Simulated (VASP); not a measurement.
# Zr2Si2C (P-3m1) in VASP: further runs

Zr2Si2C is run at these levels: PBE; tasks: single point.

Everything below comes from runs of VASP 6.6.1. Logs are shortened: lines on timing, memory, paths and dates and some standing lists are left out, and cuts for length are marked.

## Step 1: The cell of the first run

It takes space group P-3m1 (No. 164, trigonal). Conventional cell: a = 3.524 Å, b = 3.524 Å, c = 7.387 Å, α = 90.00°, β = 90.00°, γ = 120.00°. Within 3.3 Å of Zr (site symmetry 3m) lie 3 C at 2.38 Å and 4 Si at 2.79 to 3.01 Å and 3 Zr at 3.20 Å. Si (site symmetry 3m) has 3 Si at 2.32 Å and 4 Zr at 2.79 to 3.01 Å within 3.1 Å. C (site symmetry -3m) has 6 Zr at 2.38 Å within 3.1 Å.

The cell was generated, and may not be a known phase.

## Step 2: Single point, PBE

The input, INCAR:

```
SYSTEM = Zr2Si2C
  ALGO = Normal
  EDIFF = 1E-6
  ENCUT = 520
  GGA = PE
  ISIF = 2
  ISMEAR = 0
  LASPH = .True.
  LCHARG = .True.
  LELF = .True.
  LREAL = .False.
  LVHAR = .True.
  LWAVE = .False.
  NBANDS = 26
  NELM = 60
  PREC = Accurate
  SIGMA = 0.1
```

The input, KPOINTS:

```
k-points
0
Gamma
  6 6 4
  0 0 0
```

The input, POSCAR:

```
Zr2Si2C
1.0
    3.5235576907     -0.0000000025      0.0000000000
   -1.7617788431      3.0514904731      0.0000000000
    0.0000000000      0.0000000000      7.3873737363
Zr Si C
2 2 1
Direct
    0.3333333333      0.6666666667      0.8324081098
    0.6666666667      0.3333333333      0.1675918902
    0.3333333333      0.6666666667      0.4250938002
    0.6666666667      0.3333333333      0.5749061998
    0.0000000000      0.0000000000      0.0000000000
```

Potentials or basis: VASP PAW PBE potentials, release 64 (Zr_sv, Si, C).

Run with:

```sh
> cat potpaw_PBE.64/Zr_sv/POTCAR potpaw_PBE.64/Si/POTCAR potpaw_PBE.64/C/POTCAR > POTCAR
> mpirun -np 1 vasp_std > vasp.out
```

OUTCAR:

```text
SYSTEM = Zr2Si2C
   EDIFF = 1E-6
   ENCUT = 520
   GGA = PE
   ISIF = 2
   ISMEAR = 0
   LASPH = .True.
   LREAL = .False.
   NELM = 60
   PREC = Accurate

 ion  position               nearest neighbor table
   1  0.333  0.667  0.832-   5 2.38   5 2.38   5 2.38   4 2.79   4 2.79   4 2.79   3 3.01   2 3.20
                             2 3.20   2 3.20
   2  0.667  0.333  0.168-   5 2.38   5 2.38   5 2.38   3 2.79   3 2.79   3 2.79   4 3.01   1 3.20
                             1 3.20   1 3.20
   3  0.333  0.667  0.425-   4 2.32   4 2.32   4 2.32   2 2.79   2 2.79   2 2.79   1 3.01
   4  0.667  0.333  0.575-   3 2.32   3 2.32   3 2.32   1 2.79   1 2.79   1 2.79   2 3.01
   5  0.000  0.000  0.000-   1 2.38   2 2.38   1 2.38   2 2.38   2 2.38   1 2.38

  LATTYP: Found a hexagonal cell.
 ALAT       =     3.5235576907
 C/A-ratio  =     2.0965667047

  Lattice vectors:

 A1 = (   3.5235576907,  -0.0000000025,   0.0000000000)
 A2 = (  -1.7617788431,   3.0514904731,   0.0000000000)
 A3 = (   0.0000000000,   0.0000000000,   7.3873737363)

Analysis of symmetry for initial positions (statically):
=====================================================================
 Subroutine PRICEL returns:
 Original cell was already a primitive cell.

 Routine SETGRP: Setting up the symmetry group for a
 hexagonal supercell.

 Subroutine GETGRP returns: Found 12 space group operations
 (whereof 12 operations were pure point group operations)
 out of a pool of 24 trial point group operations.

The static configuration has the point symmetry D_3d.

Analysis of symmetry for dynamics (positions and initial velocities):
=====================================================================
 Subroutine PRICEL returns:
 Original cell was already a primitive cell.

 Routine SETGRP: Setting up the symmetry group for a
 hexagonal supercell.

 Subroutine GETGRP returns: Found 12 space group operations
 (whereof 12 operations were pure point group operations)
 out of a pool of 24 trial point group operations.

The dynamic configuration has the point symmetry D_3d.

 Subroutine INISYM returns: Found 12 space group operations
 (whereof 12 operations are pure point group operations),
 and found     1 'primitive' translations

----------------------------------------------------------------------------------------

                                     Primitive cell

  volume of cell :      79.4298

  direct lattice vectors                    reciprocal lattice vectors
     3.523557691 -0.000000003  0.000000000     0.283804066  0.163854354  0.000000000
    -1.761778843  3.051490473  0.000000000     0.000000000  0.327708708  0.000000000
     0.000000000  0.000000000  7.387373736     0.000000000  0.000000000  0.135366104

  length of vectors
     3.523557691  3.523557691  7.387373736     0.327708708  0.327708708  0.135366104

  position of ions in fractional coordinates (direct lattice)
     0.333333333  0.666666667  0.832408110
     0.666666667  0.333333333  0.167591890
     0.333333333  0.666666667  0.425093800
     0.666666667  0.333333333  0.574906200
     0.000000000  0.000000000  0.000000000

  ion indices of the primitive-cell ions
   primitive index   ion index
                 1           1
                 2           2
                 3           3
                 4           4
                 5           5

----------------------------------------------------------------------------------------

 KPOINTS: k-points

Automatic generation of k-mesh.
 Grid dimensions read from file:
 generate k-points for:    6    6    4

 Generating k-lattice:

  Cartesian coordinates                     Fractional coordinates (reciprocal lattice)
     0.047300678  0.027309059  0.000000000     0.166666667  0.000000000  0.000000000
     0.000000000  0.054618118  0.000000000    -0.000000000  0.166666667  0.000000000
     0.000000000  0.000000000  0.033841526     0.000000000  0.000000000  0.250000000

  Length of vectors
     0.054618118  0.054618118  0.033841526

  Shift w.r.t. Gamma in fractional coordinates (k-lattice)
     0.000000000  0.000000000  0.000000000

 Subroutine IBZKPT returns following result:
 ===========================================

 Found     24 irreducible k-points:

 Following reciprocal coordinates:
            Coordinates               Weight
  0.000000  0.000000  0.000000      1.000000
  0.166667  0.000000  0.000000      6.000000
  0.333333  0.000000  0.000000      6.000000
  0.500000  0.000000  0.000000      3.000000
  0.166667  0.166667  0.000000      6.000000
  0.333333  0.166667  0.000000     12.000000
[... 16 lines left out ...]
  0.333333  0.166667  0.500000     12.000000
  0.333333  0.333333  0.500000      2.000000
   k-points           NKPTS =     24   k-points in BZ     NKDIM =     24   number of bands    NBANDS=     26
   number of dos      NEDOS =    301   number of ions     NIONS =      5
   total plane-waves  NPLWV =  43904
   dimension x,y,z NGX =    28 NGY =   28 NGZ =   56
   dimension x,y,z NGXF=    56 NGYF=   56 NGZF=  112
   ions per type =               2   2   1
   NGX,Y,Z   is equivalent  to a cutoff of  13.21, 13.21, 12.60 a.u.
   NGXF,Y,Z  is equivalent  to a cutoff of  26.42, 26.42, 25.20 a.u.
 SYSTEM =  Zr2Si2C
   PREC   = accura    normal or accurate (medium, high low for compatibility)
   ISTART =      0    job   : 0-new  1-cont  2-samecut
   ICHARG =      2    charge: 1-file 2-atom 10-const
   ISPIN  =      1    spin polarized calculation?
   LNONCOLLINEAR =      F non collinear calculations
   LSORBIT =      F    spin-orbit coupling
   LASPH  =      T    aspherical Exc in radial PAW
   ENCUT  =  520.0 eV  38.22 Ry    6.18 a.u.   6.55  6.55 13.74*2*pi/ulx,y,z
   NELM   =     60;   NELMIN=  2; NELMDL= -5     # of ELM steps
   EDIFF  = 0.1E-05   stopping-criterion for ELM
   LREAL  =      F    real-space projection
   EDIFFG = 0.1E-04   stopping-criterion for IOM
   NSW    =      0    number of steps for IOM
   IBRION =     -1    ionic relax: 0-MD 1-quasi-New 2-CG
   NFREE  =      0    steps in history (QN), initial steepest desc. (CG)
   ISIF   =      2    stress and relaxation
   ISYM   =      2    0-nonsym 1-usesym 2-fastsym
   POTIM  = 0.5000    time-step for ionic-motion
   TEBEG  =    0.0;   TEEND  =   0.0 temperature during run
   PSTRESS=    0.0 pullay stress
   NELECT =      36.0000    total number of electrons
   NUPDOWN=      -1.0000    fix difference up-down
   EMIN   =  10.00;   EMAX   =-10.00  energy-range for DOS
   EFERMI =   0.00;   METHOD = LEGACY
   ISMEAR =     0;   SIGMA  =   0.10  broadening in eV -4-tet -1-fermi 0-gaus
   EFERMI_NEDOS =   21; number of points for ismear=-14 and -15
   IALGO  =     38    algorithm
   IMIX   =      4    mixing-type and parameters
     AMIX     =   0.40;   BMIX     =  1.00
     AMIX_MAG =   1.60;   BMIX_MAG =  1.00
  volume/ion in A,a.u.               =      15.89       107.20
  Fermi-wavevector in a.u.,A,eV,Ry     =   1.257519  2.376366 21.515623  1.581354
  Thomas-Fermi vector in A             =   2.391174
   LORBIT       =      0    0 simple, 1 ext, 2 COOP (PROOUT), +10 PAW based schemes
   GGA     = PE    functional components
   LHFCALC =     F    Hartree Fock is set to
   AEXX    =    0.0000 exact exchange contribution
   IVDW    =     0    specifies the selected vdW correction
   LEPSILON=     F    determine dielectric tensor
   LRPA    =     F    only Hartree local field effects (RPA)
 non-spin polarized calculation
 Gauss-broadening in eV      SIGMA  =   0.10
  energy-cutoff  :      520.00
  volume of cell :       79.43
 maximum number of plane-waves:      2200
 NGX is ok and might be reduce to    28

 number of electron      35.9999999 magnetization

 Free energy of the ion-electron system (eV)
  ---------------------------------------------------
  ext. energy  EPLUGINS =         0.00000000
  ---------------------------------------------------
  free energy    TOTEN  =       -40.49188341 eV

  energy without entropy =      -40.48581049  energy(sigma->0) =      -40.48884695

 E-fermi :   9.6237     XC(G=0): -11.3181

 val. band max:        9.4495358738   @ k =   0.0000   0.0000   0.5000
 cond. band min:       9.6754063963   @ k =   0.3333   0.1667   0.0000
 fundamental gap:      0.2258705225
 Fermi energy:         9.6237075529

 k-point     1 :       0.0000    0.0000    0.0000
  band No.  band energies     occupation
      1     -39.3449      2.00000
      2     -39.2715      2.00000
      3     -17.7229      2.00000
      4     -17.2441      2.00000
      5     -17.2411      2.00000
      6     -17.2411      2.00000
[... 18 lines left out ...]
     25      12.4987      0.00000
     26      13.2396      0.00000

 k-point     2 :       0.1667    0.0000    0.0000
  band No.  band energies     occupation
      1     -39.3328      2.00000
      2     -39.2680      2.00000
      3     -17.6943      2.00000
      4     -17.3766      2.00000
      5     -17.2751      2.00000
      6     -17.2413      2.00000
[... 18 lines left out ...]
     25      12.8253      0.00000
     26      13.4249      0.00000

 k-point     3 :       0.3333    0.0000    0.0000
  band No.  band energies     occupation
      1     -39.3058      2.00000
      2     -39.2635      2.00000
      3     -17.6610      2.00000
      4     -17.5653      2.00000
      5     -17.3476      2.00000
      6     -17.3355      2.00000
[... 18 lines left out ...]
     25      12.9115      0.00000
     26      14.3260      0.00000

 k-point     4 :       0.5000    0.0000    0.0000
  band No.  band energies     occupation
      1     -39.2889      2.00000
      2     -39.2646      2.00000
      3     -17.6903      2.00000
      4     -17.6363      2.00000
      5     -17.3636      2.00000
      6     -17.3522      2.00000
[... 18 lines left out ...]
     25      13.4673      0.00000
     26      14.5407      0.00000

 k-point     5 :       0.1667    0.1667    0.0000
  band No.  band energies     occupation
      1     -39.3131      2.00000
      2     -39.2641      2.00000
      3     -17.6605      2.00000
      4     -17.4890      2.00000
      5     -17.3970      2.00000
      6     -17.2651      2.00000
[... 18 lines left out ...]
     25      13.1653      0.00000
     26      13.8505      0.00000

 k-point     6 :       0.3333    0.1667    0.0000
  band No.  band energies     occupation
      1     -39.2890      2.00000
      2     -39.2646      2.00000
      3     -17.6538      2.00000
      4     -17.5978      2.00000
      5     -17.4465      2.00000
      6     -17.3289      2.00000
[... 427 lines left out ...]
 k-point    21 :       0.5000    0.0000    0.5000
  band No.  band energies     occupation
      1     -39.2888      2.00000
      2     -39.2647      2.00000
      3     -17.6922      2.00000
      4     -17.6378      2.00000
      5     -17.3633      2.00000
      6     -17.3484      2.00000
[... 18 lines left out ...]
     25      13.2867      0.00000
     26      13.7801      0.00000

 k-point    22 :       0.1667    0.1667    0.5000
  band No.  band energies     occupation
      1     -39.3130      2.00000
      2     -39.2642      2.00000
      3     -17.6576      2.00000
      4     -17.4924      2.00000
      5     -17.3951      2.00000
      6     -17.2636      2.00000
[... 18 lines left out ...]
     25      13.5662      0.00000
     26      13.9904      0.00000

 k-point    23 :       0.3333    0.1667    0.5000
  band No.  band energies     occupation
      1     -39.2889      2.00000
      2     -39.2646      2.00000
      3     -17.6551      2.00000
      4     -17.5998      2.00000
      5     -17.4462      2.00000
      6     -17.3268      2.00000
[... 18 lines left out ...]
     25      13.1197      0.00000
     26      14.0658      0.00000

 k-point    24 :       0.3333    0.3333    0.5000
  band No.  band energies     occupation
      1     -39.2728      2.00000
      2     -39.2728      2.00000
      3     -17.5832      2.00000
      4     -17.5832      2.00000
      5     -17.5708      2.00000
      6     -17.3486      2.00000
[... 18 lines left out ...]
     25      14.5797      0.00000
     26      14.5801      0.00000

------------------------ aborting loop because EDIFF is reached ----------------------------------------

  FORCE on cell =-STRESS in cart. coord.  units (eV):
  Direction    XX          YY          ZZ          XY          YZ          ZX
  --------------------------------------------------------------------------------------
  -------------------------------------------------------------------------------------
  Total        0.0022677      0.0022677      0.2262688      0.0000000      0.0000000     -0.0000000
  in kB        0.0457423      0.0457423      4.5640647      0.0000000      0.0000000     -0.0000000
  external PRESSURE =       1.5518498 kB  Pullay stress =       0.0000000 kB

 VOLUME and BASIS-vectors are now :
 -----------------------------------------------------------------------------
  energy-cutoff  :      520.00
  volume of cell :       79.43
      direct lattice vectors                 reciprocal lattice vectors
     3.523557691 -0.000000003  0.000000000     0.283804066  0.163854354  0.000000000
    -1.761778843  3.051490473  0.000000000     0.000000000  0.327708708  0.000000000
     0.000000000  0.000000000  7.387373736     0.000000000  0.000000000  0.135366104

 POSITION                                       TOTAL-FORCE (eV/Angst)
 -----------------------------------------------------------------------------------
      0.00000      2.03433      6.14931        -0.000000     -0.000000      0.005783
      1.76178      1.01716      1.23806        -0.000000      0.000000     -0.005783
      0.00000      2.03433      3.14033         0.000000      0.000000     -0.012040
      1.76178      1.01716      4.24705         0.000000      0.000000      0.012040
      0.00000      0.00000      0.00000         0.000000      0.000000      0.000000
 -----------------------------------------------------------------------------------
    total drift:                                0.000000     -0.000000      0.000000

  FREE ENERGIE OF THE ION-ELECTRON SYSTEM (eV)
  ---------------------------------------------------
  free  energy   TOTEN  =       -40.4918834076 eV

  energy  without entropy=      -40.4858104937  energy(sigma->0) =      -40.48884695
```

It took 85 s on 1 thread of Oxide Virtual Turin-like, shared host; peak memory 0.18 GiB.

What came out:

* Free energy: -40.4919 eV
* Pressure: 0.2 GPa
* Largest force: 0.012 eV/Å
* Band gap on the k mesh: zero (bands 18 and 19 overlap by 0.27 eV)

Forces on the atoms (eV/Å):
```
Zr   0.000  0.000  0.006
Zr   0.000  0.000 -0.006
Si   0.000  0.000 -0.012
Si   0.000  0.000  0.012
C    0.000  0.000  0.000
```

Stress tensor (GPa, compression positive):
```
0.00 0.00 0.00
0.00 0.00 0.00
0.00 0.00 0.46
```

## Step 3: Single point, PBE

This run uses another cell than the first one, of 18.74 Å³/atom.

The input, INCAR:

```
SYSTEM = Zr2Si2C
ALGO     = Fast           ! electronic algorithm
EDIFF    = 1E-6           ! SCF threshold, eV
ENCUT    = 520            ! plane-wave cutoff, eV
GGA      = PE             ! functional
ISIF     = 2              ! what is computed and relaxed
ISMEAR   = 0              ! smearing method
LASPH    = .True.         ! aspherical terms in the spheres
LCHARG   = .False.        ! write CHGCAR
LREAL    = .False.        ! projectors in reciprocal space
LWAVE    = .False.        ! write WAVECAR
NBANDS   = 26             ! bands
NELM     = 80             ! most SCF steps
PREC     = Accurate       ! precision mode
SIGMA    = 0.1            ! smearing width, eV
```

KPOINTS is that of step 2.

The input, POSCAR:

```
Zr2Si2C
1.0
    3.9939879100      0.0000000000      0.0000000000
   -1.9969939500      3.4588949900      0.0000000000
    0.0000000000      0.0000000000      6.7822438200
Zr Si C
2 2 1
Direct
    0.3333333300      0.6666666700      0.6247000100
    0.6666666700      0.3333333300      0.3752999900
    0.3333333300      0.6666666700      0.2680000100
    0.6666666700      0.3333333300      0.7319999900
    0.0000000000      0.0000000000      0.0000000000
```

Potentials or basis: VASP PAW PBE potentials, release 64 (Zr_sv, Si, C).

Run with:

```sh
> cat potpaw_PBE.64/Zr_sv/POTCAR potpaw_PBE.64/Si/POTCAR potpaw_PBE.64/C/POTCAR > POTCAR
> mpirun -np 1 vasp_std > vasp.out
```

Wall time 3.3 min (1 thread of Oxide Virtual Turin-like, shared host); peak memory 0.2 GiB.

It converged, with:

- Free energy: -27.8575 eV
- Pressure: 23.1 GPa
- Largest force: 5.300 eV/Å
- Band gap on the k mesh: zero (bands 18 and 19 overlap by 0.88 eV)

Forces on the atoms (eV/Å):
```
Zr   0.000  0.000  3.298
Zr   0.000  0.000 -3.298
Si   0.000  0.000 -5.300
Si   0.000  0.000  5.300
C    0.000  0.000  0.000
```

Stress tensor (GPa, compression positive):
```
26.83  0.00  0.00
 0.00 26.83  0.00
 0.00  0.00 15.71
```

Levels at points of the mesh, in eV from the Fermi level:
| k point | band 14 | band 15 | band 16 | band 17 | band 18 | band 19 | band 20 | band 21 | band 22 | band 23 |
| --- | --- | --- | --- | --- | --- | --- | --- | --- | --- | --- |
| (0.00, 0.00, 0.00) | -2.80 | -1.81 | -1.81 | -0.45 | 0.10 | 0.10 | 0.62 | 0.62 | 1.99 | 2.90 |
| (0.50, 0.00, 0.00) | -2.25 | -1.45 | -1.39 | -1.16 | 0.01 | 0.49 | 1.05 | 1.27 | 1.33 | 1.47 |
| (0.00, 0.00, 0.50) | -2.00 | -2.00 | -1.64 | -1.45 | 0.46 | 0.46 | 0.82 | 0.82 | 1.70 | 2.99 |
| (0.50, 0.00, 0.50) | -2.50 | -1.93 | -0.98 | -0.15 | 0.06 | 0.18 | 0.62 | 1.19 | 1.85 | 2.49 |

Caveat: the stress differs along the axes, from 16 to 27 GPa; forces of over 1 eV/Å act on the atoms, so gaps and moduli don't describe the material at rest.

## Step 4: Single point, PBE

This run uses another cell than the first one: it holds 10 atoms, not 5.

The input, INCAR:

```
SYSTEM = Zr2Si2C
  PREC = Accurate
  ENCUT = 520
  EDIFF = 1E-7
  ISMEAR = 0
  SIGMA = 0.2
  LREAL = .False.
  LASPH = .True.
  NELM = 60
  ALGO = Fast
  ISIF = 2
  LWAVE = .False.
  LCHARG = .False.
  GGA = PE
  NBANDS = 47
```

The input, KPOINTS:

```
Automatic mesh
0
Gamma
  6 6 2
  0 0 0
```

The input, POSCAR:

```
Zr2Si2C
1.0
    3.5156600277      0.0000000000      0.0000000000
   -1.7578300139      3.0446508951      0.0000000000
    0.0000000000      0.0000000000     14.8440070619
Zr Si C
4 4 2
Direct
    0.3333333333      0.6666666667      0.4163919214
    0.3333333333      0.6666666667      0.9163919214
    0.6666666667      0.3333333333      0.0836080786
    0.6666666667      0.3333333333      0.5836080786
    0.3333333333      0.6666666667      0.2123400885
    0.3333333333      0.6666666667      0.7123400885
    0.6666666667      0.3333333333      0.2876599115
    0.6666666667      0.3333333333      0.7876599115
    0.0000000000      1.0000000000      0.5000000000
    0.0000000000      1.0000000000      1.0000000000
```

Run with:

```sh
> cat potpaw_PBE.64/Zr_sv/POTCAR potpaw_PBE.64/Si/POTCAR potpaw_PBE.64/C/POTCAR > POTCAR
> mpirun -np 1 vasp_std > vasp.out
```

Wall time 6.4 min (1 thread of Oxide Virtual Turin-like, shared host); peak memory 0.29 GiB.

The run converged. Its results:

```
Free energy            : -80.9975 eV
Pressure               : 0.1 GPa
Largest force          : 0.027 eV/Å
Band gap on the k mesh : zero (bands 36 and 37 overlap by 0.19 eV)
```

Forces on the atoms (eV/Å):
```
Zr   0.000  0.000 -0.013
Zr   0.000  0.000 -0.013
Zr   0.000  0.000  0.013
Zr   0.000  0.000  0.013
Si   0.000  0.000  0.027
Si   0.000  0.000  0.027
Si   0.000  0.000 -0.027
Si   0.000  0.000 -0.027
C    0.000  0.000  0.000
C    0.000  0.000  0.000
```

Stress tensor (GPa, compression positive):
```
 0.38  0.00  0.00
 0.00  0.38  0.00
 0.00  0.00 -0.45
```

Levels at points of the mesh, in eV from the Fermi level:
```tsv
k point	band 32	band 33	band 34	band 35	band 36	band 37	band 38	band 39	band 40	band 41
(0.00, 0.00, 0.00)	-0.24	-0.24	-0.10	0.19	0.19	0.41	0.41	0.80	1.15	1.15
(0.50, 0.00, 0.00)	-2.52	-2.51	-1.94	-1.93	-1.79	0.67	1.19	1.59	2.02	2.13
(0.00, 0.00, 0.50)	-0.63	-0.63	-0.63	0.30	0.30	0.30	0.30	1.25	1.25	1.87
(0.50, 0.00, 0.50)	-2.58	-2.11	-2.11	-1.89	-1.89	1.06	1.06	1.63	1.63	2.08
```

(Continued in part 2 of 2.)

The gap in the log of VASP goes by the Fermi energy; the results here count the filled bands.